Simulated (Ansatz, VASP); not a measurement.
HfO2: VASP beside Ansatz

INCAR

```
PREC = Accurate
ENCUT = 520
EDIFF = 1E-6
ISMEAR = 0
SIGMA = 0.05
LREAL = F
LASPH = T
NELM = 80
ALGO = Normal
ISIF = 2
LWAVE = F
LCHARG = F
GGA = PE
NBANDS = 18
```

KPOINTS

```
Automatic mesh
0
Gamma
  8 8 8
```

Contents of POSCAR:

```
HfO2
1.0
    0.0000000000      2.5575000000      2.5575000000
    2.5575000000      0.0000000000      2.5575000000
    2.5575000000      2.5575000000      0.0000000000
Hf O
1 2
Direct
   -0.0586510264     -0.0586510264     -0.0242940506
    0.2500000000      0.2500000000      0.2500000000
    0.7500000000      0.7500000000      0.7500000000
```

Input for Ansatz:

```yaml
crystal:
  lattice:
    - [0.0, 2.5575, 2.5575]
    - [2.5575, 0.0, 2.5575]
    - [2.5575, 2.5575, 0.0]
  atoms:
    - { symbol: Hf, position: [-0.0586510264, -0.0586510264, -0.0242940506] }
    - { symbol: O, position: [0.25, 0.25, 0.25] }
    - { symbol: O, position: [0.75, 0.75, 0.75] }
basis:
  ecutwfc: 420
kpoints:
  mp_grid: { grid: [8, 8, 8] }
hamiltonian:
  xc: pbe
scf:
  occupations: { method: gaussian, width: 0.05 }
output:
  forces: true
  stress: true
  eigenvalues: true
```

Alike in both runs: task single point; functional PBE; k mesh 8 × 8 × 8; occupations gaussian, width 0.05 eV; no spin polarisation.

|  | VASP | Ansatz |
| --- | --- | --- |
| version | VASP 6.6.1 | Ansatz 0.2.0 |
| potentials or method | VASP PAW PBE potentials, release 64 (Hf_pv, O), cutoff 520 eV | scalar-relativistic, plane waves, PAW |
| valence electrons in the cell | 22 | 38 |

```tsv
	VASP	Ansatz	Ansatz less VASP
gap on the k mesh at the Fermi level (eV)	3.72	3.76	+0.033
least direct gap on the mesh (eV)	4.04	4.08	+0.033
pressure (GPa)	15.8	18.8	+2.96
traceless stress, the component that is largest in VASP (GPa)	13.56	13.54	-0.021
rms of the force components (eV/Å)	2.577	2.603	+0.0258
```

Atom by atom the forces differ by 0.027 eV/Å (rms over components). VASP's potentials hold 22 valence electrons a cell and Ansatz's 38, so a difference there can come from the potentials and not from the codes.

Spin-orbit coupling is off throughout.
